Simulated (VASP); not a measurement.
# Mg (P6_3/mmc) in VASP: a series of runs, part 2 of 2

VASP 6.6.1. Earlier steps stand in the parts before.

## (3) Relaxation of shape and atoms at fixed volume, r2SCAN (23.88 Å³/atom)

This run uses another cell than the first one, of 23.88 Å³/atom.

POSCAR reads:

```
Mg
1.0
    3.2548305059      0.0000000000      0.0000000000
   -1.6274152529      2.8187659031      0.0000000000
    0.0000000000      0.0000000000      5.2066652720
Mg
2
Direct
    0.3333333333      0.6666666667      0.2500000000
    0.6666666667      0.3333333333      0.7500000000
```

INCAR.step1 reads:

```
PREC = Accurate
ENCUT = 600
ISMEAR = 0
SIGMA = 0.1
LREAL = F
LASPH = T
NELM = 100
GGA = PE
ALGO = Normal
EDIFF = 1E-4
LWAVE = T
LCHARG = F
```

INCAR.step2 reads:

```
PREC = Accurate
ENCUT = 600
EDIFF = 1E-6
ISMEAR = 0
SIGMA = 0.1
LREAL = F
LASPH = T
NELM = 100
ALGO = Normal
ISIF = 4
LWAVE = F
LCHARG = F
METAGGA = R2SCAN
LMIXTAU = T
IBRION = 2
NSW = 50
EDIFFG = -0.01
ISTART = 1
```

KPOINTS reads:

```
regular mesh
0
Gamma
  15 15 8
```

Potentials or basis: VASP PAW PBE potentials, release 64 (Mg).

Run with:

```console
cat potpaw_PBE.64/Mg/POTCAR > POTCAR
cp INCAR.step1 INCAR
mpirun -np 1 vasp_std > vasp.out
cp INCAR.step2 INCAR
mpirun -np 1 vasp_std > vasp.out
```

OUTCAR:

```text
PREC = Accurate
   ENCUT = 600
   EDIFF = 1E-6
   ISMEAR = 0
   LREAL = F
   LASPH = T
   NELM = 100
   ISIF = 4
   METAGGA = R2SCAN
   IBRION = 2
   NSW = 50
   EDIFFG = -0.01
   ISTART = 1

 ion  position               nearest neighbor table
   1  0.333  0.667  0.250-   2 3.21   2 3.21   2 3.21   2 3.21   2 3.21   2 3.21
   2  0.667  0.333  0.750-   1 3.21   1 3.21   1 3.21   1 3.21   1 3.21   1 3.21

  LATTYP: Found a hexagonal cell.
 ALAT       =     3.2548305059
 C/A-ratio  =     1.5996732434

  Lattice vectors:

 A1 = (   3.2548305059,   0.0000000000,   0.0000000000)
 A2 = (  -1.6274152529,   2.8187659031,   0.0000000000)
 A3 = (   0.0000000000,   0.0000000000,   5.2066652720)

Analysis of symmetry for initial positions (statically):
=====================================================================
 Subroutine PRICEL returns:
 Original cell was already a primitive cell.

 Routine SETGRP: Setting up the symmetry group for a
 hexagonal supercell.

 Subroutine GETGRP returns: Found 24 space group operations
[... 169 lines left out ...]
 E-fermi :   2.4450     XC(G=0):  -8.9118

 val. band max:        2.4443361520   @ k =   0.3333   0.3333   0.3750
 cond. band min:       2.4657865041   @ k =   0.2000   0.0667   0.0000
 fundamental gap:      0.0214503522
 Fermi energy:         2.4450077379

 k-point     1 :       0.0000    0.0000    0.0000
  band No.  band energies     occupation
      1      -4.7712      2.00000
      2       0.6875      2.00000
      3       1.3885      2.00000
      4      13.7523      0.00000
      5      13.7527      0.00000
      6      13.7884      0.00000
[... 199 lines left out ...]
 k-point    24 :       0.4000    0.2000    0.0000
  band No.  band energies     occupation
      1       0.6830      2.00000
      2       0.7981      2.00000
      3       4.3625      0.00000
      4       5.7726      0.00000
      5       6.1513      0.00000
      6       6.5049      0.00000

 [... further k-points ...]

------------------------ aborting loop because EDIFF is reached ----------------------------------------

  FORCE on cell =-STRESS in cart. coord.  units (eV):
  Direction    XX          YY          ZZ          XY          YZ          ZX
  --------------------------------------------------------------------------------------
  -------------------------------------------------------------------------------------
  Total       -0.6745868     -0.6745868     -0.6942116     -0.0000000      0.0000000      0.0000000
  in kB      -22.6256649    -22.6256649    -23.2838811     -0.0000000      0.0000000      0.0000000
  external PRESSURE =     -22.8450703 kB  Pullay stress =       0.0000000 kB

 VOLUME and BASIS-vectors are now :
 -----------------------------------------------------------------------------
  energy-cutoff  :      600.00
  volume of cell :       47.77
      direct lattice vectors                 reciprocal lattice vectors
     3.254830506  0.000000000  0.000000000     0.307235660  0.177382591  0.000000000
    -1.627415253  2.818765903  0.000000000     0.000000000  0.354765182  0.000000000
     0.000000000  0.000000000  5.206665272     0.000000000  0.000000000  0.192061511

 POSITION                                       TOTAL-FORCE (eV/Angst)
 -----------------------------------------------------------------------------------
     -0.00000      1.87918      1.30167        -0.000000     -0.000000      0.000000
      1.62742      0.93959      3.90500         0.000000      0.000000      0.000000
 -----------------------------------------------------------------------------------
    total drift:                                0.000000     -0.000000      0.000000

  FREE ENERGIE OF THE ION-ELECTRON SYSTEM (eV)
  ---------------------------------------------------
  free  energy   TOTEN  =        -8.2779967136 eV

  energy  without entropy=       -8.2736402060  energy(sigma->0) =       -8.27581846

 reached required accuracy - stopping structural energy minimisation
```

OSZICAR.step1:

```text
N       E                     dE             d eps       ncg     rms          rms(c)
DAV:   1     0.414526305445E+00    0.41453E+00   -0.13711E+03  1620   0.522E+02
DAV:   2    -0.298882286236E+01   -0.34033E+01   -0.32507E+01  2190   0.305E+01
DAV:   3    -0.301865746754E+01   -0.29835E-01   -0.29695E-01  2226   0.359E+00
DAV:   4    -0.301876173841E+01   -0.10427E-03   -0.10427E-03  2304   0.182E-01
DAV:   5    -0.301876246624E+01   -0.72783E-06   -0.72821E-06  2214   0.113E-02    0.968E-01
DAV:   6    -0.301291602505E+01    0.58464E-02   -0.73148E-04  2124   0.317E-01    0.621E-01
DAV:   7    -0.300537062443E+01    0.75454E-02   -0.28835E-03  1752   0.555E-01    0.352E-02
DAV:   8    -0.300538479380E+01   -0.14169E-04   -0.14594E-05  1452   0.358E-02
   1 F= -.30053848E+01 E0= -.30028269E+01  d E =-.511587E-02
```

It took 65 s on 1 thread of Intel Xeon 6975P-C (Granite Rapids), shared host; peak memory 0.21 GiB.

What came out:

| Quantity | Value |
| --- | --- |
| Free energy | -8.2780 eV |
| Pressure after relaxing | -2.3 GPa |
| Band gap on the k mesh | zero (bands 2 and 3 overlap by 1.96 eV) |

Final structure:
```xyz
2
Lattice="3.2548 0.0000 0.0000 -1.6274 2.8188 0.0000 0.0000 0.0000 5.2067" Properties=species:S:1:pos:R:3 pbc="T T T"
Mg    0.0000    1.8792    1.3017
Mg    1.6274    0.9396    3.9050
```

Caveat: the PAW data sets were made with another functional, which shifts forces and pressure a little.

## (4) Single point, r2SCAN

This run uses another cell than the first one, of 22.61 Å³/atom.

POSCAR reads:

```
Mg
1.0
    3.1906138257      0.0000000000      0.0000000000
   -1.5953069128      2.7631526267      0.0000000000
    0.0000000000      0.0000000000      5.1299160606
Mg
2
Direct
    0.3333333333      0.6666666667      0.2500000000
    0.6666666667      0.3333333333      0.7500000000
```

INCAR.step1 reads:

```
PREC = Accurate ; ENCUT = 520
ISMEAR = -1 ; SIGMA = 0.15
LREAL = F ; LASPH = T
NELM = 80 ; NBANDS = 9
GGA = PE ; ALGO = Normal
EDIFF = 1E-4 ; LWAVE = T
LCHARG = F
```

INCAR.step2 reads:

```
PREC = Accurate ; ENCUT = 520
EDIFF = 1E-6 ; ISMEAR = -1
SIGMA = 0.15 ; LREAL = F
LASPH = T ; NELM = 80
ALGO = Normal ; ISIF = 2
LWAVE = F ; LCHARG = F
METAGGA = R2SCAN ; LMIXTAU = T
NBANDS = 9 ; ISTART = 1
```

KPOINTS is that of step 3.

Run with:

```console
cat potpaw_PBE.64/Mg/POTCAR > POTCAR
cp INCAR.step1 INCAR
mpirun -np 1 vasp_std > vasp.out
cp INCAR.step2 INCAR
mpirun -np 1 vasp_std > vasp.out
```

It took 42 s on 1 thread of Intel Xeon 6975P-C (Granite Rapids), shared host; peak memory 0.19 GiB.

It converged, with:

* Free energy: -8.3244 eV
* Pressure: -0.3 GPa
* Band gap on the k mesh: zero (bands 2 and 3 overlap by 2.02 eV)

Levels at points of the mesh, in eV from the Fermi level:
```tsv
k point	band 1	band 2	band 3	band 4	band 5	band 6
(0.00, 0.00, 0.00)	-7.46	-1.88	-1.10	11.68	11.68	11.85
(0.00, 0.00, 0.50)	-5.94	-5.94	5.60	5.60	12.45	12.45
```

Caveat: the PAW data sets were made with another functional, which shifts forces and pressure a little.

## (5) Relaxation of cell and atoms, r2SCAN

This run uses another cell than the first one, of 22.53 Å³/atom.

POSCAR reads:

```
Mg
1.0
    3.1922220222      0.0000000000      0.0000000000
   -1.5961110111      2.7645453657      0.0000000000
    0.0000000000      0.0000000000      5.1065121560
Mg
2
Direct
    0.3333333333      0.6666666667      0.2500000000
    0.6666666667      0.3333333333      0.7500000000
```

INCAR.step1 reads:

```
ALGO = Normal
EDIFF = 1E-4
ENCUT = 600
GGA = PE
ISMEAR = -1
LASPH = T
LCHARG = F
LREAL = F
LWAVE = T
NELM = 60
PREC = Accurate
SIGMA = 0.15
```

INCAR.step2 reads:

```
ALGO = Normal
EDIFF = 1E-6
EDIFFG = -0.001
ENCUT = 600
IBRION = 2
ISIF = 3
ISMEAR = -1
ISTART = 1
LASPH = T
LCHARG = F
LMIXTAU = T
LREAL = F
LWAVE = F
METAGGA = R2SCAN
NELM = 60
NSW = 80
PREC = Accurate
SIGMA = 0.15
```

KPOINTS reads:

```
k-points
0
Gamma
  15 15 8
```

Potentials or basis: VASP PAW PBE potentials, release 64 (Mg).

Run with:

```console
cat potpaw_PBE.64/Mg/POTCAR > POTCAR
cp INCAR.step1 INCAR
mpirun -np 1 vasp_std > vasp.out
cp INCAR.step2 INCAR
mpirun -np 1 vasp_std > vasp.out
```

OUTCAR:

```text
EDIFF = 1E-6
   EDIFFG = -0.001
   ENCUT = 600
   IBRION = 2
   ISIF = 3
   ISMEAR = -1
   ISTART = 1
   LASPH = T
   LREAL = F
   METAGGA = R2SCAN
   NELM = 60
   NSW = 80
   PREC = Accurate

 ion  position               nearest neighbor table
   1  0.333  0.667  0.250-   2 3.15   2 3.15   2 3.15   2 3.15   2 3.15   2 3.15
   2  0.667  0.333  0.750-   1 3.15   1 3.15   1 3.15   1 3.15   1 3.15   1 3.15

  LATTYP: Found a hexagonal cell.
 ALAT       =     3.1922220222
 C/A-ratio  =     1.5996732434

  Lattice vectors:

 A1 = (   3.1922220222,   0.0000000000,   0.0000000000)
 A2 = (  -1.5961110111,   2.7645453657,   0.0000000000)
 A3 = (   0.0000000000,   0.0000000000,   5.1065121560)

Analysis of symmetry for initial positions (statically):
=====================================================================
 Subroutine PRICEL returns:
 Original cell was already a primitive cell.

 Routine SETGRP: Setting up the symmetry group for a
 hexagonal supercell.

 Subroutine GETGRP returns: Found 24 space group operations
 (whereof 12 operations were pure point group operations)
 out of a pool of 24 trial point group operations.

The static configuration has the point symmetry D_3d.
 The point group associated with its full space group is D_6h.

Analysis of symmetry for dynamics (positions and initial velocities):
=====================================================================
 Subroutine PRICEL returns:
 Original cell was already a primitive cell.

 Routine SETGRP: Setting up the symmetry group for a
 hexagonal supercell.

 Subroutine GETGRP returns: Found 24 space group operations
 (whereof 12 operations were pure point group operations)
 out of a pool of 24 trial point group operations.

The dynamic configuration has the point symmetry D_3d.
 The point group associated with its full space group is D_6h.

 Subroutine INISYM returns: Found 24 space group operations
 (whereof 12 operations are pure point group operations),
 and found     1 'primitive' translations

[... 125 lines left out ...]
 conjugate gradient relaxation of ions
 non-spin polarized calculation
  energy-cutoff  :      600.00
  volume of cell :       45.07
 maximum number of plane-waves:      1526
 NGX is ok and might be reduce to    28
   NGX = 13   NGY = 13   NGZ = 21

--------------------------------------- Ionic step        1  -------------------------------------------

 number of electron       4.0000000 magnetization

 Free energy of the ion-electron system (eV)
  ---------------------------------------------------
  ext. energy  EPLUGINS =         0.00000000
  ---------------------------------------------------
  free energy    TOTEN  =        -8.32476264 eV

  energy without entropy =       -8.27185729  energy(sigma->0) =       -8.29830997

------------------------ aborting loop because EDIFF is reached ----------------------------------------

  FORCE on cell =-STRESS in cart. coord.  units (eV):
  Direction    XX          YY          ZZ          XY          YZ          ZX
  --------------------------------------------------------------------------------------
  -------------------------------------------------------------------------------------
  Total       -0.0656861     -0.0656861      0.0224508     -0.0000000      0.0000000      0.0000000
  in kB       -2.3353021     -2.3353021      0.7981811     -0.0000000      0.0000000      0.0000000
  external PRESSURE =      -1.2908077 kB  Pullay stress =       0.0000000 kB
[... 167 lines left out ...]
--------------------------------------- Ionic step        6  -------------------------------------------

 number of electron       4.0000000 magnetization

 Free energy of the ion-electron system (eV)
  ---------------------------------------------------
  ext. energy  EPLUGINS =         0.00000000
  ---------------------------------------------------
  free energy    TOTEN  =        -8.32497674 eV

  energy without entropy =       -8.27173478  energy(sigma->0) =       -8.29835576

 E-fermi :   2.7619     XC(G=0):  -9.1107

 val. band max:        2.7581815217   @ k =   0.3333   0.1333   0.0000
 cond. band min:       2.7733733285   @ k =   0.2000   0.0667   0.0000
 fundamental gap:      0.0151918068
 Fermi energy:         2.7618699793

 k-point     1 :       0.0000    0.0000    0.0000
  band No.  band energies     occupation
      1      -4.7256      2.00000
      2       0.8752      1.99999
      3       1.6608      1.99870
      4      14.4846      0.00000
      5      14.4846      0.00000
      6      14.6643      0.00000
[... 199 lines left out ...]
 k-point    24 :       0.4000    0.2000    0.0000
  band No.  band energies     occupation
      1       0.9227      1.99999
      2       1.0963      1.99997
      3       4.7399      0.00000
      4       6.1958      0.00000
      5       6.5106      0.00000
      6       6.9759      0.00000

 [... further k-points ...]

------------------------ aborting loop because EDIFF is reached ----------------------------------------

  FORCE on cell =-STRESS in cart. coord.  units (eV):
  Direction    XX          YY          ZZ          XY          YZ          ZX
  --------------------------------------------------------------------------------------
  -------------------------------------------------------------------------------------
  Total       -0.0001179     -0.0001179      0.0002989      0.0000000     -0.0000000      0.0000000
  in kB       -0.0042052     -0.0042052      0.0106608      0.0000000     -0.0000000      0.0000000
  external PRESSURE =       0.0007501 kB  Pullay stress =       0.0000000 kB
[... 17 lines left out ...]
  FREE ENERGIE OF THE ION-ELECTRON SYSTEM (eV)
  ---------------------------------------------------
  free  energy   TOTEN  =        -8.3249767374 eV

  energy  without entropy=       -8.2717347782  energy(sigma->0) =       -8.29835576

 reached required accuracy - stopping structural energy minimisation
```

OSZICAR.step1:

```text
N       E                     dE             d eps       ncg     rms          rms(c)
DAV:   1     0.271377364895E+00    0.27138E+00   -0.13833E+03  1620   0.523E+02
DAV:   2    -0.302197172778E+01   -0.32933E+01   -0.31157E+01  2160   0.299E+01
DAV:   3    -0.305597223612E+01   -0.34001E-01   -0.33449E-01  2298   0.360E+00
DAV:   4    -0.305607420611E+01   -0.10197E-03   -0.10197E-03  2160   0.171E-01
DAV:   5    -0.305607454777E+01   -0.34166E-06   -0.34140E-06  2196   0.927E-03    0.955E-01
DAV:   6    -0.304980990823E+01    0.62646E-02   -0.56819E-04  1962   0.286E-01    0.612E-01
DAV:   7    -0.304235734310E+01    0.74526E-02   -0.22104E-03  1818   0.495E-01    0.336E-02
DAV:   8    -0.304236856773E+01   -0.11225E-04   -0.12649E-05  1296   0.331E-02
   1 F= -.30423686E+01 E0= -.30127748E+01  d E =-.591876E-01
```

It took 2.6 min on 1 thread of Intel Xeon 6975P-C (Granite Rapids), shared host; peak memory 0.22 GiB.

Results:

```
Free energy                           : -8.3250 eV
Relaxed volume                        : 22.46 Å³/atom
Relaxed cell                          : a = 3.183 Å, b = 3.183 Å, c = 5.118 Å, α = 90.00°, β = 90.00°, γ = 120.00°
Space group after relaxing (to 0.1 Å) : P6_3/mmc (No. 194)
Energy gained by relaxing             : 0.1 meV/atom
Ionic steps                           : 6
Pressure after relaxing               : 0.0 GPa
Band gap on the k mesh                : zero (bands 2 and 3 overlap by 2.02 eV)
```

Step by step:
| step | energy change (eV) | largest force (eV/Å) | pressure (GPa) | volume (Å³) |
| --- | --- | --- | --- | --- |
| 1 | 0.0000 | 0.0000 | -0.13 | 45.07 |
| 2 | -0.0002 | 0.0000 | -0.03 | 44.95 |
| 3 | -0.0002 | 0.0000 | 0.03 | 44.89 |
| 4 | -0.0002 | 0.0000 | 0.05 | 44.86 |
| 5 | -0.0002 | 0.0000 | 0.02 | 44.90 |
| 6 | -0.0002 | 0.0000 | 0.00 | 44.92 |

Final structure:
```xyz
2
Lattice="3.1834 0.0000 0.0000 -1.5917 2.7569 0.0000 0.0000 0.0000 5.1182" Properties=species:S:1:pos:R:3 pbc="T T T"
Mg    0.0000    1.8379    1.2796
Mg    1.5917    0.9190    3.8387
```

Caveat: the PAW data sets were made with another functional, which shifts forces and pressure a little.

## (6) Summary

| task | cell | cutoff (eV) | smearing | gap on the mesh (eV) | pressure (GPa) |
| --- | --- | --- | --- | --- | --- |
| relaxation of shape and atoms at fixed volume | relaxed from a = 3.224, b = 3.224, c = 5.157 Å, angles 90.0, 90.0, 120.0°, 2 atoms | 600 | gaussian 0.1 eV | none | -1.3 |
| relaxation of shape and atoms at fixed volume | relaxed from a = 3.255, b = 3.255, c = 5.207 Å, angles 90.0, 90.0, 120.0°, 2 atoms | 600 | gaussian 0.1 eV | none | -2.3 |
| single point | a = 3.191, b = 3.191, c = 5.130 Å, angles 90.0, 90.0, 120.0°, 2 atoms | 520 | fermi-dirac 0.15 eV | none | -0.3 |
| relaxation of cell and atoms | relaxed from a = 3.192, b = 3.192, c = 5.107 Å, angles 90.0, 90.0, 120.0°, 2 atoms | 600 | fermi-dirac 0.15 eV | none | 0.0 |

Alike in all rows: level r2SCAN; potentials or basis VASP PAW PBE potentials, release 64 (Mg); no spin polarisation; k mesh 15 × 15 × 8.

Caveats: the PAW data sets were made with another functional, which shifts forces and pressure a little.

Total energies depend on the potentials used, so only differences within one code and one set of settings carry meaning.

The gap in the log of VASP goes by the Fermi energy; the results here count the filled bands.